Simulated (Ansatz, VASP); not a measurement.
One calculation of Ca, two programs

```
CELL_PARAMETERS angstrom
0.00000 4.45562 4.45562
4.45562 0.00000 4.45562
4.45562 4.45562 0.00000
ATOMIC_POSITIONS crystal
Ca 0.12500 0.12500 0.12500
Ca 0.87500 0.87500 0.87500
```

Alike in both runs: task single point; functional BLYP; k mesh 7 × 7 × 7; occupations fermi-dirac, width 0.1 eV; no spin polarisation.

|  | VASP | Ansatz |
| --- | --- | --- |
| version | VASP 6.6.1 | Ansatz 0.2.0 |
| potentials or method | VASP PAW PBE potentials, release 64 (Ca_sv), cutoff 520 eV | plane waves (420 eV) with PAW, scalar-relativistic |
| valence electrons in the cell | 20 | 20 |

|  | VASP | Ansatz | Ansatz less VASP |
| --- | --- | --- | --- |
| pressure (GPa) | 0.1 | 0.1 | 0.00 |

VASP's potentials were made for PBE, not for BLYP.
